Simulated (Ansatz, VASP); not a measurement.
# Two plane-wave programs on Mn

```
Mn
1.0
     2.48365    0.00000    0.00000
    -1.24182    2.15090    0.00000
     0.00000    0.00000    4.02620
Mn
2
Direct
  0.33333 0.66667 0.25000
  0.66667 0.33333 0.75000
```

Alike in both runs: task single point; functional PBEsol; k mesh 10 × 10 × 6; occupations fermi-dirac, width 0.05 eV; collinear spin; fixed moment 10 μB.

```csv
,VASP,Ansatz
version,VASP 6.6.1,Ansatz 0.2.0
potentials or method,"VASP PAW PBE potentials, release 64 (Mn_sv)",Ansatz PAW
plane-wave cutoff (eV),600,420
valence electrons in the cell,30,30
```

VASP gave:

```
net moment per atom (μB)                                      : 5.00
size of the moment on the site where the two differ most (μB) : 4.16
```

Q: What did Ansatz give for the same quantities?

A: net moment per atom (μB): 5.00; size of the moment on the site where the two differ most (μB): 4.36.

VASP's potentials were made for PBE, not for PBEsol. Site moments also hang on the region over which each program counts them. With one functional, cell and mesh, what is left measures potentials, basis and numerics.
